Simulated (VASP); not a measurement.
# Nb (Fm-3m) in VASP: a series of runs

Nb is run at these levels: PBE; tasks: single point.

Program: VASP 6.6.1. These are calculated values, not measurements. Logs are shortened: lines on timing, memory, paths and dates and some standing lists are left out, and cuts for length are marked.

## Step 1: The cell of the first run

It takes space group Fm-3m (No. 225, cubic). Conventional cell: a = 3.349 Å, b = 3.349 Å, c = 3.349 Å, α = 90.00°, β = 90.00°, γ = 90.00°. Nb (site symmetry m-3m) has 12 Nb at 2.37 Å within 3.1 Å.

## Step 2: Single point, PBE (volume scaled by 0.5)

The input, INCAR:

```
PREC = Accurate
ENCUT = 520
EDIFF = 1E-6
ISMEAR = -1
SIGMA = 0.08
LREAL = False
LASPH = True
NELM = 60
ALGO = Normal
ISIF = 2
LWAVE = False
LCHARG = True
GGA = PE
LELF = True
LVHAR = True
NBANDS = 12
```

The input, KPOINTS:

```
Automatic mesh
0
Gamma
  17 17 17
```

The input, POSCAR:

```
Nb
1.0
    0.0000000000      1.6743381475      1.6743381475
    1.6743381475      0.0000000000      1.6743381475
    1.6743381475      1.6743381475      0.0000000000
Nb
1
Direct
    0.0000000000      0.0000000000      0.0000000000
```

Potentials or basis: VASP PAW PBE potentials, release 64 (Nb_sv).

Command:

```bash
$ cat potpaw_PBE.64/Nb_sv/POTCAR > POTCAR
$ mpirun -np 1 vasp_std > vasp.out
```

OUTCAR:

```text
PREC = Accurate
   ENCUT = 520
   EDIFF = 1E-6
   ISMEAR = -1
   LREAL = False
   LASPH = True
   NELM = 60
   ISIF = 2
   GGA = PE

 ion  position               nearest neighbor table
   1  0.000  0.000  0.000-

  LATTYP: Found a face centered cubic cell.
 ALAT       =     3.3486762950

  Lattice vectors:

 A1 = (   0.0000000000,   1.6743381475,   1.6743381475)
 A2 = (   1.6743381475,   0.0000000000,   1.6743381475)
 A3 = (   1.6743381475,   1.6743381475,   0.0000000000)

Analysis of symmetry for initial positions (statically):
=====================================================================
 Subroutine PRICEL returns:
 Original cell was already a primitive cell.

 Routine SETGRP: Setting up the symmetry group for a
 face centered cubic supercell.

 Subroutine GETGRP returns: Found 48 space group operations
 (whereof 48 operations were pure point group operations)
 out of a pool of 48 trial point group operations.

The static configuration has the point symmetry O_h .

Analysis of symmetry for dynamics (positions and initial velocities):
=====================================================================
 Subroutine PRICEL returns:
 Original cell was already a primitive cell.

 Routine SETGRP: Setting up the symmetry group for a
 face centered cubic supercell.

 Subroutine GETGRP returns: Found 48 space group operations
 (whereof 48 operations were pure point group operations)
 out of a pool of 48 trial point group operations.

The dynamic configuration has the point symmetry O_h .

 Subroutine INISYM returns: Found 48 space group operations
 (whereof 48 operations are pure point group operations),
 and found     1 'primitive' translations

----------------------------------------------------------------------------------------

                                     Primitive cell

  volume of cell :       9.3877

  direct lattice vectors                    reciprocal lattice vectors
     0.000000000  1.674338148  1.674338148    -0.298625460  0.298625460  0.298625460
     1.674338148  0.000000000  1.674338148     0.298625460 -0.298625460  0.298625460
     1.674338148  1.674338148  0.000000000     0.298625460  0.298625460 -0.298625460

  length of vectors
     2.367871716  2.367871716  2.367871716     0.517234470  0.517234470  0.517234470

  position of ions in fractional coordinates (direct lattice)
     0.000000000  0.000000000  0.000000000

  ion indices of the primitive-cell ions
   primitive index   ion index
                 1           1

----------------------------------------------------------------------------------------

 KPOINTS: Automatic mesh

Automatic generation of k-mesh.
 Grid dimensions read from file:
 generate k-points for:   17   17   17

 Generating k-lattice:

  Cartesian coordinates                     Fractional coordinates (reciprocal lattice)
    -0.017566204  0.017566204  0.017566204     0.058823529  0.000000000  0.000000000
     0.017566204 -0.017566204  0.017566204     0.000000000  0.058823529  0.000000000
     0.017566204  0.017566204 -0.017566204     0.000000000  0.000000000  0.058823529

  Length of vectors
     0.030425557  0.030425557  0.030425557

  Shift w.r.t. Gamma in fractional coordinates (k-lattice)
     0.000000000  0.000000000  0.000000000

 Subroutine IBZKPT returns following result:
 ===========================================

 Found    165 irreducible k-points:

 Following reciprocal coordinates:
            Coordinates               Weight
  0.000000  0.000000  0.000000      1.000000
  0.058824  0.000000  0.000000      8.000000
  0.117647  0.000000  0.000000      8.000000
  0.176471  0.000000  0.000000      8.000000
  0.235294  0.000000  0.000000      8.000000
  0.294118  0.000000  0.000000      8.000000
[... 16 lines left out ...]
 -0.176471  0.058824  0.000000     24.000000
 -0.117647  0.058824  0.000000     24.000000
 [... further k-points ...]
   k-points           NKPTS =    165   k-points in BZ     NKDIM =    165   number of bands    NBANDS=     12
   number of dos      NEDOS =    301   number of ions     NIONS =      1
   total plane-waves  NPLWV =   5832
   dimension x,y,z NGX =    18 NGY =   18 NGZ =   18
   dimension x,y,z NGXF=    36 NGYF=   36 NGZF=   36
   ions per type =               1
   NGX,Y,Z   is equivalent  to a cutoff of  12.64, 12.64, 12.64 a.u.
   NGXF,Y,Z  is equivalent  to a cutoff of  25.28, 25.28, 25.28 a.u.
 SYSTEM =  unknown system
   PREC   = accura    normal or accurate (medium, high low for compatibility)
   ISTART =      0    job   : 0-new  1-cont  2-samecut
   ICHARG =      2    charge: 1-file 2-atom 10-const
   ISPIN  =      1    spin polarized calculation?
   LNONCOLLINEAR =      F non collinear calculations
   LSORBIT =      F    spin-orbit coupling
   LASPH  =      T    aspherical Exc in radial PAW
   ENCUT  =  520.0 eV  38.22 Ry    6.18 a.u.   4.40  4.40  4.40*2*pi/ulx,y,z
   NELM   =     60;   NELMIN=  2; NELMDL= -5     # of ELM steps
   EDIFF  = 0.1E-05   stopping-criterion for ELM
   LREAL  =      F    real-space projection
   EDIFFG = 0.1E-04   stopping-criterion for IOM
   NSW    =      0    number of steps for IOM
   IBRION =     -1    ionic relax: 0-MD 1-quasi-New 2-CG
   NFREE  =      0    steps in history (QN), initial steepest desc. (CG)
   ISIF   =      2    stress and relaxation
   ISYM   =      2    0-nonsym 1-usesym 2-fastsym
   POTIM  = 0.5000    time-step for ionic-motion
   TEBEG  =    0.0;   TEEND  =   0.0 temperature during run
   PSTRESS=    0.0 pullay stress
   NELECT =      13.0000    total number of electrons
   NUPDOWN=      -1.0000    fix difference up-down
   EMIN   =  10.00;   EMAX   =-10.00  energy-range for DOS
   EFERMI =   0.00;   METHOD = LEGACY
   ISMEAR =    -1;   SIGMA  =   0.08  broadening in eV -4-tet -1-fermi 0-gaus
   EFERMI_NEDOS =   21; number of points for ismear=-14 and -15
   IALGO  =     38    algorithm
   IMIX   =      4    mixing-type and parameters
     AMIX     =   0.40;   BMIX     =  1.00
     AMIX_MAG =   1.60;   BMIX_MAG =  1.00
  volume/ion in A,a.u.               =       9.39        63.35
  Fermi-wavevector in a.u.,A,eV,Ry     =   1.824748  3.448273 45.303366  3.329703
  Thomas-Fermi vector in A             =   2.880416
   LORBIT       =      0    0 simple, 1 ext, 2 COOP (PROOUT), +10 PAW based schemes
   GGA     = PE    functional components
   LHFCALC =     F    Hartree Fock is set to
   AEXX    =    0.0000 exact exchange contribution
   IVDW    =     0    specifies the selected vdW correction
   LEPSILON=     F    determine dielectric tensor
   LRPA    =     F    only Hartree local field effects (RPA)
 non-spin polarized calculation
  energy-cutoff  :      520.00
  volume of cell :        9.39
 maximum number of plane-waves:       268
 NGX is ok and might be reduce to    18
   NGX =  9   NGY =  9   NGZ =  9

 number of electron      13.0000000 magnetization

 Free energy of the ion-electron system (eV)
  ---------------------------------------------------
  ext. energy  EPLUGINS =         0.00000000
  ---------------------------------------------------
  free energy    TOTEN  =        -3.50055922 eV

  energy without entropy =       -3.48290708  energy(sigma->0) =       -3.49173315

 E-fermi :  23.8885     XC(G=0): -16.2825

 val. band max:       23.8587608867   @ k =  -0.2941   0.2941   0.0588
 cond. band min:      23.8902291356   @ k =   0.2353   0.1765   0.0588
 fundamental gap:      0.0314682489
 Fermi energy:        23.8885196745

 k-point     1 :       0.0000    0.0000    0.0000
  band No.  band energies     occupation
      1     -32.8749      2.00000
      2      -3.8930      2.00000
      3      -3.8930      2.00000
      4      -3.8930      2.00000
      5      18.8402      2.00000
      6      22.4896      2.00000
      7      22.4896      2.00000
      8      22.4896      2.00000
      9      28.7891      0.00000
     10      28.7891      0.00000
     11      35.1959      0.00000
     12      43.8586      0.00000

 k-point     2 :       0.0588    0.0000    0.0000
  band No.  band energies     occupation
      1     -32.8107      2.00000
      2      -4.2100      2.00000
      3      -3.9284      2.00000
      4      -3.9284      2.00000
      5      19.1421      2.00000
      6      22.2682      2.00000
      7      22.6309      2.00000
      8      22.6309      2.00000
      9      28.5768      0.00000
     10      28.5768      0.00000
     11      35.8235      0.00000
     12      43.0568      0.00000

 k-point     3 :       0.1176    0.0000    0.0000
  band No.  band energies     occupation
      1     -32.6231      2.00000
      2      -5.0810      2.00000
      3      -4.0284      2.00000
      4      -4.0284      2.00000
      5      19.6997      2.00000
      6      22.0455      2.00000
      7      22.9893      1.99997
      8      22.9893      1.99997
      9      28.1148      0.00000
     10      28.1148      0.00000
     11      37.3718      0.00000
     12      41.6686      0.00000

 k-point     4 :       0.1765    0.0000    0.0000
  band No.  band energies     occupation
      1     -32.3270      2.00000
      2      -6.3175      2.00000
      3      -4.1760      2.00000
      4      -4.1760      2.00000
      5      19.5058      2.00000
      6      22.9466      1.99998
      7      23.3317      1.99810
      8      23.3317      1.99810
      9      27.8466      0.00000
     10      27.8466      0.00000
     11      38.2030      0.00000
     12      41.8227      0.00000

 k-point     5 :       0.2353    0.0000    0.0000
  band No.  band energies     occupation
      1     -31.9490      2.00000
      2      -7.7113      2.00000
      3      -4.3481      2.00000
      4      -4.3481      2.00000
      5      18.7832      2.00000
      6      23.3212      1.99834
      7      23.3212      1.99834
      8      24.7407      0.00005
      9      28.2598      0.00000
     10      28.2598      0.00000
     11      37.3021      0.00000
     12      44.5434      0.00000

 k-point     6 :       0.2941    0.0000    0.0000
  band No.  band energies     occupation
      1     -31.5296      2.00000
      2      -9.0792      2.00000
      3      -4.5201      2.00000
      4      -4.5201      2.00000
      5      18.0561      2.00000
      6      22.9472      1.99998
      7      22.9472      1.99998
      8      26.7741      0.00000
      9      29.4121      0.00000
     10      29.4121      0.00000
     11      36.3669      0.00000
     12      47.9761      0.00000

 k-point     7 :       0.3529    0.0000    0.0000
  band No.  band energies     occupation
      1     -31.1234      2.00000
      2     -10.2675      2.00000
      3      -4.6698      2.00000
      4      -4.6698      2.00000
      5      17.4689      2.00000
      6      22.4791      2.00000
      7      22.4791      2.00000
      8      28.6349      0.00000
      9      30.9780      0.00000
     10      30.9780      0.00000
     11      35.9299      0.00000
     12      50.6677      0.00000

 k-point     8 :       0.4118    0.0000    0.0000
  band No.  band energies     occupation
      1     -30.7961      2.00000
      2     -11.1469      2.00000
      3      -4.7795      2.00000
      4      -4.7795      2.00000
      5      17.0655      2.00000
      6      22.1019      2.00000
      7      22.1019      2.00000
      8      29.8999      0.00000
      9      32.5698      0.00000
     10      32.5698      0.00000
     11      36.1894      0.00000
     12      49.7818      0.00000
[... 166 lines left out ...]
 k-point    20 :      -0.3529    0.0588    0.0000
  band No.  band energies     occupation
      1     -30.9642      2.00000
      2     -10.5483      2.00000
      3      -5.0482      2.00000
      4      -4.6541      2.00000
      5      17.6075      2.00000
      6      22.1080      2.00000
      7      22.4438      2.00000
      8      28.3458      0.00000
      9      30.5499      0.00000
     10      33.3301      0.00000
     11      36.6743      0.00000
     12      49.2284      0.00000

 k-point    21 :      -0.2941    0.0588    0.0000
  band No.  band energies     occupation
      1     -31.3472      2.00000
      2      -9.4725      2.00000
      3      -4.9313      2.00000
      4      -4.4805      2.00000
      5      18.1247      2.00000
      6      22.6309      2.00000
      7      22.8726      1.99999
      8      26.6364      0.00000
      9      28.8259      0.00000
     10      31.8638      0.00000
     11      36.8133      0.00000
     12      49.0543      0.00000

 k-point    22 :      -0.2353    0.0588    0.0000
  band No.  band energies     occupation
      1     -31.7645      2.00000
      2      -8.1811      2.00000
      3      -4.7627      2.00000
      4      -4.2963      2.00000
      5      18.8020      2.00000
      6      23.0777      1.99992
      7      23.3245      1.99827
      8      24.8665      0.00001
      9      27.4586      0.00000
     10      30.2658      0.00000
     11      37.6150      0.00000
     12      45.6608      0.00000

 k-point    23 :      -0.1765    0.0588    0.0000
  band No.  band energies     occupation
      1     -32.1575      2.00000
      2      -6.8209      2.00000
      3      -4.5596      2.00000
      4      -4.1263      2.00000
      5      19.5654      2.00000
      6      22.6227      2.00000
      7      23.4776      1.98832
      8      23.8989      0.93533
      9      26.8478      0.00000
     10      29.1015      0.00000
     11      38.6320      0.00000
     12      42.6115      0.00000

 k-point    24 :      -0.1176    0.0588    0.0000
  band No.  band energies     occupation
      1     -32.4815      2.00000
      2      -5.5680      2.00000
      3      -4.3420      2.00000
      4      -3.9956      2.00000
      5      20.0647      2.00000
      6      21.6380      2.00000
      7      23.1635      1.99977
      8      23.5739      1.96157
      9      27.1561      0.00000
     10      28.6617      0.00000
     11      38.4129      0.00000
     12      41.5392      0.00000

 [... further k-points ...]
[... 5 lines left out ...]
  --------------------------------------------------------------------------------------
  -------------------------------------------------------------------------------------
  Total       21.6488104     21.6488104     21.6488104      0.0000000      0.0000000      0.0000000
  in kB     3694.7504146   3694.7504146   3694.7504146      0.0000000      0.0000000      0.0000000
  external PRESSURE =    3694.7504146 kB  Pullay stress =       0.0000000 kB

 VOLUME and BASIS-vectors are now :
 -----------------------------------------------------------------------------
  energy-cutoff  :      520.00
  volume of cell :        9.39
      direct lattice vectors                 reciprocal lattice vectors
     0.000000000  1.674338148  1.674338148    -0.298625460  0.298625460  0.298625460
     1.674338148  0.000000000  1.674338148     0.298625460 -0.298625460  0.298625460
     1.674338148  1.674338148  0.000000000     0.298625460  0.298625460 -0.298625460

 POSITION                                       TOTAL-FORCE (eV/Angst)
 -----------------------------------------------------------------------------------
      0.00000      0.00000      0.00000         0.000000      0.000000      0.000000
 -----------------------------------------------------------------------------------
    total drift:                                0.000000     -0.000000     -0.000000

  FREE ENERGIE OF THE ION-ELECTRON SYSTEM (eV)
  ---------------------------------------------------
  free  energy   TOTEN  =        -3.5005592152 eV

  energy  without entropy=       -3.4829070757  energy(sigma->0) =       -3.49173315
```

Wall time 25 s (1 thread of Intel Xeon 8259CL, shared host); peak memory 0.13 GiB.

Results:

```
Free energy : -3.5006 eV
Pressure    : 369.5 GPa
```

Levels at points of the mesh, in eV from the Fermi level:
```tsv
k point	band 2	band 3	band 4	band 5	band 6	band 7	band 8	band 9	band 10	band 11
(0.00, 0.00, 0.00)	-27.78	-27.78	-27.78	-5.05	-1.40	-1.40	-1.40	4.90	4.90	11.31
```

## Step 3: Single point, PBE (volume scaled by 0.6)

The input, INCAR:

```
SYSTEM = Nb
ALGO     = Normal         ! electronic algorithm
EDIFF    = 1E-6           ! SCF threshold, eV
ENCUT    = 520            ! plane-wave cutoff, eV
GGA      = PE             ! functional
ISIF     = 2              ! what is computed and relaxed
ISMEAR   = -1             ! smearing method
LASPH    = .TRUE.         ! aspherical terms in the spheres
LCHARG   = .FALSE.        ! write CHGCAR
LREAL    = .FALSE.        ! projectors in reciprocal space
LWAVE    = .FALSE.        ! write WAVECAR
NBANDS   = 12             ! bands
NELM     = 80             ! most SCF steps
PREC     = Accurate       ! precision mode
SIGMA    = 0.08           ! smearing width, eV
```

The input, KPOINTS:

```
k-points
0
G
  17 17 17
  0 0 0
```

The input, POSCAR:

```
Nb
1.0
    0.0000000000      1.7792497802      1.7792497802
    1.7792497802      0.0000000000      1.7792497802
    1.7792497802      1.7792497802      0.0000000000
Nb
1
Direct
    0.0000000000      0.0000000000      0.0000000000
```

Potentials or basis: VASP PAW PBE potentials, release 64 (Nb_sv).

Command:

```bash
$ cat potpaw_PBE.64/Nb_sv/POTCAR > POTCAR
$ mpirun -np 1 vasp_std > vasp.out
```

Run time: 33 s. Hardware: 1 thread of Intel Xeon 8259CL, shared host; peak memory 0.14 GiB.

Results (log left out):

| Property | Result |
| --- | --- |
| Free energy | -6.7215 eV |
| Pressure | 199.7 GPa |

Levels at points of the mesh, in eV from the Fermi level:
| k point | band 3 | band 4 | band 5 | band 6 | band 7 | band 8 | band 9 | band 10 |
| --- | --- | --- | --- | --- | --- | --- | --- | --- |
| (0.00, 0.00, 0.00) | -28.49 | -28.49 | -6.23 | -0.76 | -0.76 | -0.76 | 4.30 | 4.30 |

## Step 4: Single point, PBE (volume scaled by 0.7)

The input, INCAR:

```
PREC = Accurate
ENCUT = 520
EDIFF = 1E-6
ISMEAR = -1
SIGMA = 0.08
LREAL = False
LASPH = True
NELM = 60
ALGO = Normal
ISIF = 2
LWAVE = False
LCHARG = False
GGA = PE
NBANDS = 12
```

The input, KPOINTS:

```
Automatic mesh
0
Gamma
  17 17 17
```

The input, POSCAR:

```
Nb
1.0
    0.0000000000      1.8730635710      1.8730635710
    1.8730635710      0.0000000000      1.8730635710
    1.8730635710      1.8730635710      0.0000000000
Nb
1
Direct
    0.0000000000      0.0000000000      0.0000000000
```

Command:

```bash
$ cat potpaw_PBE.64/Nb_sv/POTCAR > POTCAR
$ mpirun -np 1 vasp_std > vasp.out
```

Wall time 34 s (1 thread of Intel Xeon 8259CL, shared host); peak memory 0.14 GiB.

Results (log left out):

| Property | Result |
| --- | --- |
| Free energy | -8.4681 eV |
| Pressure | 106.8 GPa |

Levels at points of the mesh, in eV from the Fermi level:
```tsv
k point	band 4	band 5	band 6	band 7	band 8	band 9
(0.00, 0.00, 0.00)	-29.04	-6.62	-0.39	-0.39	-0.39	3.79
```

## Step 5: Overview

| cell | gap on the mesh (eV) | pressure (GPa) |
| --- | --- | --- |
| a = 2.368 Å, angles 60.0°, 1 atom | none | 369.5 |
| a = 2.516 Å, angles 60.0°, 1 atom | none | 199.7 |
| a = 2.649 Å, angles 60.0°, 1 atom | none | 106.8 |

Alike in all rows: task single point; level PBE; potentials or basis VASP PAW PBE potentials, release 64 (Nb_sv); no spin polarisation; k mesh 17 × 17 × 17; cutoff (eV) 520; smearing fermi-dirac 0.08 eV.

Absolute energies hang on the potentials; compare differences alone.
